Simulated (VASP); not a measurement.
Ta:

```
Ta
1.0
     4.67351    0.00000    0.00000
    -2.33676    4.04738    0.00000
     0.00000    0.00000    2.86486
Ta
3
Direct
  0.00000 0.00000 0.00000
  0.33333 0.66667 0.50000
  0.66667 0.33333 0.50000
```

This isn't the form of Ta at room conditions, which is bcc.

```yaml
Program: VASP 6.6.1
Task: relaxation of cell and atoms
Functional: BLYP
Potentials_or_basis: VASP PAW PBE potentials, release 64 (Ta_pv)
Cutoff: 600 eV
k_mesh: 8 × 8 × 11
Occupations: fermi-dirac, width 0.1 eV
Spin: no spin polarisation
```

At the start: pressure 13.7 GPa; volume 18.06 Å³/atom.

Question: Where does the relaxation end?

Answer: Over 10 steps the energy falls by 141.0 meV/atom and the volume is 19.36 Å³/atom (+7.2 %); space group P6/mmm (No. 191, to 0.1 Å) before and after.

The path:
```
step  energy change (eV)  largest force (eV/Å)  pressure (GPa)  volume (Å³)
   1              0.0000                0.0000           13.69        54.19
   2              0.1505                0.0000          -17.56        66.85
   3             -0.3603                0.0000           -4.57        59.64
   4             -0.3609                0.0000           -4.04        59.43
   5             -0.3662                0.0000            3.24        57.25
   6             -0.4226                0.0000           -0.66        58.30
   7             -0.4226                0.0000           -0.59        58.28
   8             -0.4225                0.0000            0.66        57.83
   9             -0.4231                0.0000            0.03        58.06
  10             -0.4231                0.0000           -0.02        58.08
```

Final structure:
```
Ta
1.0
     4.93011    0.00000    0.00000
    -2.46506    4.26960    0.00000
     0.00000    0.00000    2.75897
Ta
3
Direct
  0.00000 0.00000 0.00000
  0.33333 0.66667 0.50000
  0.66667 0.33333 0.50000
```

Caveat: the PAW data sets were made with another functional, which shifts forces and pressure a little.
